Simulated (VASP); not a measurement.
# TiO2 (kpat) (P4_2/mnm) in VASP: single point with PBE

Aim: the single point of TiO2 (kpat) with PBE.

Program: VASP 6.6.1. These are calculated values, not measurements. Logs are shortened: lines on timing, memory, paths and dates and some standing lists are left out, and cuts for length are marked.

**1. The cell of the first run**

Symmetry: P4_2/mnm, No. 136, tetragonal system. Conventional cell: a = 4.549 Å, b = 4.549 Å, c = 2.917 Å, α = 90.00°, β = 90.00°, γ = 90.00°. Within 2.6 Å of Ti (site symmetry mmm) lie 6 O at 1.93 to 1.95 Å. Within 2.6 Å of O (site symmetry m2m) lie 3 Ti at 1.93 to 1.95 Å and 1 O at 2.53 Å.

**2. Single point, PBE (strained cell)**

Contents of INCAR:

```
PREC = Accurate
ENCUT = 520
EDIFF = 1E-7
ISMEAR = 0
SIGMA = 0.02
LREAL = F
LASPH = T
NELM = 60
ALGO = Normal
ISIF = 2
LWAVE = F
LCHARG = F
GGA = PE
NBANDS = 33
```

Contents of KPOINTS:

```
Automatic mesh
0
Gamma
  6 6 10
```

Contents of POSCAR:

```
TiO2
1.0
    4.5489690478      0.0000000000      0.0000000000
    0.0000000000      4.5489690478      0.0000000000
    0.0000000000      0.0000000000      2.9174432642
Ti O
2 4
Direct
    0.0000000000      0.0000000000      0.0000000000
    0.5000000000      0.5000000000      0.5000000000
    0.3030870501      0.3030870501      0.0000000000
    0.1969129499      0.8030870501      0.5000000000
    0.6969129499      0.6969129499      0.0000000000
    0.8030870501      0.1969129499      0.5000000000
```

Potentials or basis: VASP PAW PBE potentials, release 64 (Ti_sv, O).

Started as:

```sh
> cat potpaw_PBE.64/Ti_sv/POTCAR potpaw_PBE.64/O/POTCAR > POTCAR
> mpirun -np 1 vasp_std > vasp.out
```

OUTCAR:

```text
PREC = Accurate
   ENCUT = 520
   EDIFF = 1E-7
   ISMEAR = 0
   LREAL = F
   LASPH = T
   NELM = 60
   ISIF = 2
   GGA = PE

 ion  position               nearest neighbor table
   1  0.000  0.000  0.000-   4 1.93   6 1.93   4 1.93   6 1.93   5 1.95   3 1.95
   2  0.500  0.500  0.500-   3 1.93   5 1.93   3 1.93   5 1.93   4 1.95   6 1.95
   3  0.303  0.303  0.000-   2 1.93   2 1.93   1 1.95
   4  0.197  0.803  0.500-   1 1.93   1 1.93   2 1.95
   5  0.697  0.697  0.000-   2 1.93   2 1.93   1 1.95
   6  0.803  0.197  0.500-   1 1.93   1 1.93   2 1.95

  LATTYP: Found a simple tetragonal cell.
 ALAT       =     4.5489690478
 C/A-ratio  =     0.6413416389

  Lattice vectors:

 A1 = (   4.5489690478,   0.0000000000,   0.0000000000)
 A2 = (   0.0000000000,   4.5489690478,   0.0000000000)
 A3 = (   0.0000000000,   0.0000000000,   2.9174432642)

Analysis of symmetry for initial positions (statically):
=====================================================================
 Subroutine PRICEL returns:
 Original cell was already a primitive cell.

 Routine SETGRP: Setting up the symmetry group for a
 simple tetragonal supercell.

 Subroutine GETGRP returns: Found 16 space group operations
 (whereof  8 operations were pure point group operations)
 out of a pool of 16 trial point group operations.

The static configuration has the point symmetry D_2h.
 The point group associated with its full space group is D_4h.

Analysis of symmetry for dynamics (positions and initial velocities):
=====================================================================
 Subroutine PRICEL returns:
 Original cell was already a primitive cell.

 Routine SETGRP: Setting up the symmetry group for a
 simple tetragonal supercell.

 Subroutine GETGRP returns: Found 16 space group operations
 (whereof  8 operations were pure point group operations)
 out of a pool of 16 trial point group operations.

The dynamic configuration has the point symmetry D_2h.
 The point group associated with its full space group is D_4h.

 Subroutine INISYM returns: Found 16 space group operations
 (whereof  8 operations are pure point group operations),
 and found     1 'primitive' translations

----------------------------------------------------------------------------------------

                                     Primitive cell

  volume of cell :      60.3710

  direct lattice vectors                    reciprocal lattice vectors
     4.548969048  0.000000000  0.000000000     0.219830030  0.000000000  0.000000000
     0.000000000  4.548969048  0.000000000     0.000000000  0.219830030  0.000000000
     0.000000000  0.000000000  2.917443264     0.000000000  0.000000000  0.342765877

  length of vectors
     4.548969048  4.548969048  2.917443264     0.219830030  0.219830030  0.342765877

  position of ions in fractional coordinates (direct lattice)
     0.000000000  0.000000000  0.000000000
     0.500000000  0.500000000  0.500000000
     0.303087050  0.303087050  0.000000000
     0.196912950  0.803087050  0.500000000
     0.696912950  0.696912950  0.000000000
     0.803087050  0.196912950  0.500000000

  ion indices of the primitive-cell ions
   primitive index   ion index
                 1           1
                 2           2
                 3           3
                 4           4
                 5           5
                 6           6

----------------------------------------------------------------------------------------

 KPOINTS: Automatic mesh

Automatic generation of k-mesh.
 Grid dimensions read from file:
 generate k-points for:    6    6   10

 Generating k-lattice:

  Cartesian coordinates                     Fractional coordinates (reciprocal lattice)
     0.036638338  0.000000000  0.000000000     0.166666667  0.000000000  0.000000000
     0.000000000  0.036638338  0.000000000     0.000000000  0.166666667  0.000000000
     0.000000000  0.000000000  0.034276588     0.000000000  0.000000000  0.100000000

  Length of vectors
     0.036638338  0.036638338  0.034276588

  Shift w.r.t. Gamma in fractional coordinates (k-lattice)
     0.000000000  0.000000000  0.000000000

 Subroutine IBZKPT returns following result:
 ===========================================

 Found     60 irreducible k-points:

 Following reciprocal coordinates:
            Coordinates               Weight
  0.000000  0.000000  0.000000      1.000000
  0.166667  0.000000  0.000000      4.000000
  0.333333  0.000000  0.000000      4.000000
  0.500000  0.000000  0.000000      2.000000
  0.166667  0.166667  0.000000      4.000000
  0.333333  0.166667  0.000000      8.000000
[... 16 lines left out ...]
  0.333333  0.000000  0.200000      8.000000
  0.500000  0.000000  0.200000      4.000000
 [... further k-points ...]
   k-points           NKPTS =     60   k-points in BZ     NKDIM =     60   number of bands    NBANDS=     33
   number of dos      NEDOS =    301   number of ions     NIONS =      6
   total plane-waves  NPLWV =  31104
   dimension x,y,z NGX =    36 NGY =   36 NGZ =   24
   dimension x,y,z NGXF=    72 NGYF=   72 NGZF=   48
   ions per type =               2   4
   NGX,Y,Z   is equivalent  to a cutoff of  13.16, 13.16, 13.68 a.u.
   NGXF,Y,Z  is equivalent  to a cutoff of  26.31, 26.31, 27.35 a.u.
 SYSTEM =  unknown system
   PREC   = accura    normal or accurate (medium, high low for compatibility)
   ISTART =      0    job   : 0-new  1-cont  2-samecut
   ICHARG =      2    charge: 1-file 2-atom 10-const
   ISPIN  =      1    spin polarized calculation?
   LNONCOLLINEAR =      F non collinear calculations
   LSORBIT =      F    spin-orbit coupling
   LASPH  =      T    aspherical Exc in radial PAW
   ENCUT  =  520.0 eV  38.22 Ry    6.18 a.u.   8.46  8.46  5.42*2*pi/ulx,y,z
   NELM   =     60;   NELMIN=  2; NELMDL= -5     # of ELM steps
   EDIFF  = 0.1E-06   stopping-criterion for ELM
   LREAL  =      F    real-space projection
   EDIFFG = 0.1E-05   stopping-criterion for IOM
   NSW    =      0    number of steps for IOM
   IBRION =     -1    ionic relax: 0-MD 1-quasi-New 2-CG
   NFREE  =      0    steps in history (QN), initial steepest desc. (CG)
   ISIF   =      2    stress and relaxation
   ISYM   =      2    0-nonsym 1-usesym 2-fastsym
   POTIM  = 0.5000    time-step for ionic-motion
   TEBEG  =    0.0;   TEEND  =   0.0 temperature during run
   PSTRESS=    0.0 pullay stress
   NELECT =      48.0000    total number of electrons
   NUPDOWN=      -1.0000    fix difference up-down
   EMIN   =  10.00;   EMAX   =-10.00  energy-range for DOS
   EFERMI =   0.00;   METHOD = LEGACY
   ISMEAR =     0;   SIGMA  =   0.02  broadening in eV -4-tet -1-fermi 0-gaus
   EFERMI_NEDOS =   21; number of points for ismear=-14 and -15
   IALGO  =     38    algorithm
   IMIX   =      4    mixing-type and parameters
     AMIX     =   0.40;   BMIX     =  1.00
     AMIX_MAG =   1.60;   BMIX_MAG =  1.00
  volume/ion in A,a.u.               =      10.06        67.90
  Fermi-wavevector in a.u.,A,eV,Ry     =   1.516628  2.866012 31.295590  2.300161
  Thomas-Fermi vector in A             =   2.625992
   LORBIT       =      0    0 simple, 1 ext, 2 COOP (PROOUT), +10 PAW based schemes
   GGA     = PE    functional components
   LHFCALC =     F    Hartree Fock is set to
   AEXX    =    0.0000 exact exchange contribution
   IVDW    =     0    specifies the selected vdW correction
   LEPSILON=     F    determine dielectric tensor
   LRPA    =     F    only Hartree local field effects (RPA)
 non-spin polarized calculation
 Gauss-broadening in eV      SIGMA  =   0.02
  energy-cutoff  :      520.00
  volume of cell :       60.37
 maximum number of plane-waves:      1640
 NGX is ok and might be reduce to    36
   NGX = 17   NGY = 17   NGZ = 11

 number of electron      48.0000003 magnetization

 Free energy of the ion-electron system (eV)
  ---------------------------------------------------
  ext. energy  EPLUGINS =         0.00000000
  ---------------------------------------------------
  free energy    TOTEN  =       -53.51549031 eV

  energy without entropy =      -53.51549031  energy(sigma->0) =      -53.51549031

 E-fermi :   5.3288     XC(G=0): -11.5948

 val. band max:        5.2234391639   @ k =   0.0000   0.0000   0.0000
 cond. band min:       7.1063762910   @ k =   0.0000   0.0000   0.0000
 fundamental gap:      1.8829371271
 Fermi energy:         5.3287555400

 k-point     1 :       0.0000    0.0000    0.0000
  band No.  band energies     occupation
      1     -51.6112      2.00000
      2     -51.5907      2.00000
      3     -27.9536      2.00000
      4     -27.9536      2.00000
      5     -27.7648      2.00000
      6     -27.7648      2.00000
[... 25 lines left out ...]
     32      12.0375      0.00000
     33      12.0376      0.00000

 k-point     2 :       0.1667    0.0000    0.0000
  band No.  band energies     occupation
      1     -51.6098      2.00000
      2     -51.5920      2.00000
      3     -27.9430      2.00000
      4     -27.9419      2.00000
      5     -27.7778      2.00000
      6     -27.7767      2.00000
[... 25 lines left out ...]
     32      11.9343      0.00000
     33      11.9563      0.00000

 k-point     3 :       0.3333    0.0000    0.0000
  band No.  band energies     occupation
      1     -51.6060      2.00000
      2     -51.5958      2.00000
      3     -27.9143      2.00000
      4     -27.9114      2.00000
      5     -27.8110      2.00000
      6     -27.8080      2.00000
[... 25 lines left out ...]
     32      11.7264      0.00000
     33      11.7690      0.00000

 k-point     4 :       0.5000    0.0000    0.0000
  band No.  band energies     occupation
      1     -51.6009      2.00000
      2     -51.6009      2.00000
      3     -27.8862      2.00000
      4     -27.8862      2.00000
      5     -27.8375      2.00000
      6     -27.8375      2.00000
[... 673 lines left out ...]
     32      11.3509      0.00000
     33      11.5482      0.00000

 k-point    23 :       0.3333    0.0000    0.2000
  band No.  band energies     occupation
      1     -51.5886      2.00000
      2     -51.5803      2.00000
      3     -27.9145      2.00000
      4     -27.8911      2.00000
      5     -27.8641      2.00000
      6     -27.8460      2.00000
[... 25 lines left out ...]
     32      10.9456      0.00000
     33      11.5644      0.00000

 k-point    24 :       0.5000    0.0000    0.2000
  band No.  band energies     occupation
      1     -51.5844      2.00000
      2     -51.5844      2.00000
      3     -27.9044      2.00000
      4     -27.9044      2.00000
      5     -27.8408      2.00000
      6     -27.8408      2.00000
[... 25 lines left out ...]
     32      10.7604      0.00000
     33      12.0017      0.00000

 [... further k-points ...]
[... 5 lines left out ...]
  --------------------------------------------------------------------------------------
  -------------------------------------------------------------------------------------
  Total        5.1183519      5.1183519      6.0360671      0.0000000      0.0000000      0.0000000
  in kB      135.8352045    135.8352045    160.1903161      0.0000000      0.0000000      0.0000000
  external PRESSURE =     143.9535750 kB  Pullay stress =       0.0000000 kB

 VOLUME and BASIS-vectors are now :
 -----------------------------------------------------------------------------
  energy-cutoff  :      520.00
  volume of cell :       60.37
      direct lattice vectors                 reciprocal lattice vectors
     4.548969048  0.000000000  0.000000000     0.219830030  0.000000000  0.000000000
     0.000000000  4.548969048  0.000000000     0.000000000  0.219830030  0.000000000
     0.000000000  0.000000000  2.917443264     0.000000000  0.000000000  0.342765877

 POSITION                                       TOTAL-FORCE (eV/Angst)
 -----------------------------------------------------------------------------------
      0.00000      0.00000      0.00000        -0.000000     -0.000000      0.000000
      2.27448      2.27448      1.45872        -0.000000     -0.000000      0.000000
      1.37873      1.37873      0.00000        -0.016479     -0.016479      0.000000
      0.89575      3.65322      1.45872         0.016479     -0.016479      0.000000
      3.17024      3.17024      0.00000         0.016479      0.016479     -0.000000
      3.65322      0.89575      1.45872        -0.016479      0.016479     -0.000000
 -----------------------------------------------------------------------------------
    total drift:                                0.000000      0.000000      0.000000

  FREE ENERGIE OF THE ION-ELECTRON SYSTEM (eV)
  ---------------------------------------------------
  free  energy   TOTEN  =       -53.5154903071 eV

  energy  without entropy=      -53.5154903071  energy(sigma->0) =      -53.51549031
```

It took 94 s on 1 thread of Intel Xeon 6975P-C, shared host; peak memory 0.23 GiB.

What came out:

| Quantity | Value |
| --- | --- |
| Free energy | -53.5155 eV |
| Pressure | 14.4 GPa |
| Largest force | 0.023 eV/Å |
| Band gap on the k mesh | 1.88 eV, direct |

Forces in eV/Å, atoms in the order of the input:
```
Ti   0.000  0.000  0.000
Ti   0.000  0.000  0.000
O   -0.016 -0.016  0.000
O    0.016 -0.016  0.000
O    0.016  0.016  0.000
O   -0.016  0.016  0.000
```

Stress tensor (GPa, compression positive):
```
13.58  0.00  0.00
 0.00 13.58  0.00
 0.00  0.00 16.02
```

Levels at points of the mesh, in eV from the valence-band top:
| k point | band 22 | band 23 | band 24 | band 25 | band 26 | band 27 |
| --- | --- | --- | --- | --- | --- | --- |
| (0.00, 0.00, 0.00) | -0.49 | -0.49 | 0.00 | 1.88 | 2.16 | 2.46 |
| (0.50, 0.00, 0.00) | -1.69 | -0.78 | -0.78 | 2.58 | 2.58 | 3.16 |
| (0.50, 0.50, 0.00) | -1.32 | -1.13 | -1.13 | 1.91 | 1.91 | 2.61 |
| (0.00, 0.00, 0.50) | -2.52 | -1.46 | -1.46 | 3.09 | 3.09 | 3.34 |
| (0.50, 0.00, 0.50) | -2.12 | -1.10 | -1.10 | 1.95 | 1.95 | 3.36 |
| (0.50, 0.50, 0.50) | -1.38 | -0.68 | -0.68 | 2.69 | 2.69 | 3.28 |

Caveat: the cell differs from its parent crystal (strained cell).
